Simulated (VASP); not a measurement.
# GaN: single point with r2SCAN

Crystal: GaN.

```
Ga N
1.0
     0.00000    2.22304    2.22304
     2.22304    0.00000    2.22304
     2.22304    2.22304    0.00000
Ga N
1 1
Direct
  0.00000 0.00000 0.00000
  0.25000 0.25000 0.25000
```

```
Program             : VASP 6.6.1
Task                : single point
Functional          : r2SCAN
Potentials or basis : VASP PAW PBE potentials, release 64 (Ga_d, N_h)
Cutoff              : 910 eV
k mesh              : 10 × 10 × 10
Occupations         : fermi-dirac, width 0.05 eV
Spin                : no spin polarisation
```

The pressure is 8.4 GPa. The band gap on the k mesh is 2.39 eV, direct.

Levels at points of the mesh, in eV from the valence-band top:
```csv
k point,band 6,band 7,band 8,band 9,band 10,band 11,band 12,band 13
"(0.00, 0.00, 0.00)",-13.47,0.00,0.00,0.00,2.39,11.27,11.27,11.27
"(0.50, 0.00, 0.00)",-12.34,-7.43,-1.05,-1.05,5.45,9.66,11.22,11.22
"(0.50, 0.50, 0.00)",-11.96,-6.39,-2.93,-2.93,3.78,7.49,12.90,15.40
```

Run time: 2.5 min on 1 thread of AMD EPYC 9R14 (Zen 4), with other jobs on the host, peak memory 0.17 GiB.

Caveat: the cutoff is under 1.25 times the usual one of these potentials, so pressure, stress and relaxed cells hold a basis-set (Pulay) error; the PAW data sets were made with another functional, which shifts forces and pressure a little. r2SCAN opens gaps a little over a GGA but as a rule still falls short of measured ones.
